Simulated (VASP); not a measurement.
Here is a VASP 6.6.1 calculation.

File INCAR:

```
PREC = Accurate
ENCUT = 600
EDIFF = 1E-6
ISMEAR = -1
SIGMA = 0.02
LREAL = False
LASPH = True
NELM = 120
ALGO = Normal
ISIF = 2
LWAVE = False
LCHARG = True
GGA = PE
LELF = True
LVHAR = True
NBANDS = 16
GGA_COMPAT = False
```

Contents of KPOINTS:

```
regular mesh
0
Gamma
  7 7 7
```

Contents of POSCAR:

```
GaN
1.0
    0.0000000000      2.2535010000      2.2535010000
    2.2535010000      0.0000000000      2.2535010000
    2.2535010000      2.2535010000      0.0000000000
Ga N
1 1
Direct
    0.0000000000      0.0000000000      0.0000000000
    0.7500000000      0.7500000000      0.7500000000
```

Potentials or basis: VASP PAW PBE potentials, release 64 (Ga_d, N).

Command:

```sh
$ cat potpaw_PBE.64/Ga_d/POTCAR potpaw_PBE.64/N/POTCAR > POTCAR
$ mpirun -np 1 vasp_std > vasp.out
```

Problem. What does it give for the pressure?

Solution. 4.9 GPa.

Problem. What does it give for the band gap on the k mesh?

Solution. 1.72 eV, direct.

PBE gaps usually lie below the measured ones, often by a third to a half.
